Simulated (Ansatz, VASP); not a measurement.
Two plane-wave programs on Al2Cu

Contents of INCAR:

```
SYSTEM = Al2Cu
  ALGO = Fast
  EDIFF = 1E-6
  ENCUT = 520
  GGA = PS
  ISIF = 2
  ISMEAR = 0
  LASPH = .True.
  LCHARG = .True.
  LELF = .True.
  LREAL = .False.
  LVHAR = .True.
  LWAVE = .False.
  NBANDS = 16
  NELM = 100
  PREC = Accurate
  SIGMA = 0.15
```

File KPOINTS:

```
k-points
0
Gamma
  16 16 16
  0 0 0
```

File POSCAR:

```
Al2Cu
1.0
   -2.0246315468      2.0246315468      2.8630136658
    2.0246315468     -2.0246315468      2.8630136658
    2.0246315468      2.0246315468     -2.8630136658
Al Cu
2 1
Direct
    0.7500000000      0.2500000000      0.5000000000
    0.2500000000      0.7500000000      0.5000000000
    0.4476076549      0.3735201004     -0.0740875545
```

Input for Ansatz:

```yaml
crystal:
  lattice:
    - [-2.0246315468, 2.0246315468, 2.8630136658]
    - [2.0246315468, -2.0246315468, 2.8630136658]
    - [2.0246315468, 2.0246315468, -2.8630136658]
  atoms:
    - { symbol: Al, position: [0.75, 0.25, 0.5] }
    - { symbol: Al, position: [0.25, 0.75, 0.5] }
    - { symbol: Cu, position: [0.4476076549, 0.3735201004, -0.0740875545] }
basis:
  ecutwfc: 420
kpoints:
  mp_grid: { grid: [16, 16, 16] }
hamiltonian:
  xc: pbesol
scf:
  occupations: { method: gaussian, width: 0.15 }
output:
  forces: true
  stress: true
  eigenvalues: true
```

Alike in both runs: task single point; functional PBEsol; k mesh 16 × 16 × 16; occupations gaussian, width 0.15 eV; no spin polarisation.

|  | VASP | Ansatz |
| --- | --- | --- |
| version | VASP 6.6.1 | Ansatz 0.2.0 |
| potentials or method | VASP PAW PBE potentials, release 64 (Al, Cu), cutoff 520 eV | scalar-relativistic, plane waves, PAW |
| valence electrons in the cell | 17 | 25 |

|  | VASP | Ansatz | Ansatz less VASP |
| --- | --- | --- | --- |
| gap on the k mesh at the Fermi level (eV) | none | none | - |
| pressure (GPa) | 7.4 | 7.3 | -0.11 |
| traceless stress, the component that is largest in VASP (GPa) | 7.79 | 7.79 | 0.000 |
| rms of the force components (eV/Å) | 1.896 | 1.894 | -0.0021 |

VASP's potentials were made for PBE, not for PBEsol. Atom by atom the forces differ by 0.002 eV/Å (rms over components). A gap of «none» marks a metal or a gap that the smearing closes. With one functional, cell and mesh, what is left measures potentials, basis and numerics. VASP's potentials hold 17 valence electrons a cell and Ansatz's 25, so a difference there can come from the potentials and not from the codes.
